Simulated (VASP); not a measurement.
Crystal: Zn2W.

```
Zn W
1.0
     0.00000    3.54491    3.54491
     3.54491    0.00000    3.54491
     3.54491    3.54491    0.00000
Zn W
4 2
Direct
  0.62500 0.62500 0.62500
  0.12500 0.62500 0.62500
  0.62500 0.62500 0.12500
  0.62500 0.12500 0.62500
  0.00000 0.00000 0.00000
  0.25000 0.25000 0.25000
```

* Program: VASP 6.6.1
* Task: relaxation of cell and atoms
* Functional: PBE
* Potentials or basis: VASP PAW PBE potentials, release 64 (Zn, W_sv)
* Cutoff: 600 eV
* k mesh: 4 × 4 × 4
* Occupations: gaussian, width 0.1 eV
* Spin: no spin polarisation

At the start: pressure -9.6 GPa; volume 14.85 Å³/atom.

**Question.** How do energy, volume and symmetry change on relaxing?

**Answer.** Over 3 steps the energy falls by 27.3 meV/atom and the volume is 14.00 Å³/atom (-5.7 %); space group Fd-3m (No. 227, to 0.05 Å).

Step by step:
```csv
step,energy change (eV),largest force (eV/Å),pressure (GPa),volume (Å³)
1,0.0000,0.0000,-9.59,89.09
2,0.1039,0.0000,15.80,78.11
3,-0.1639,0.0000,-0.18,84.01
```

Final structure:
```
CELL_PARAMETERS angstrom
0.00000 3.47616 3.47616
3.47616 0.00000 3.47616
3.47616 3.47616 0.00000
ATOMIC_POSITIONS crystal
Zn 0.62500 0.62500 0.62500
Zn 0.12500 0.62500 0.62500
Zn 0.62500 0.62500 0.12500
Zn 0.62500 0.12500 0.62500
W 0.00000 0.00000 0.00000
W 0.25000 0.25000 0.25000
```
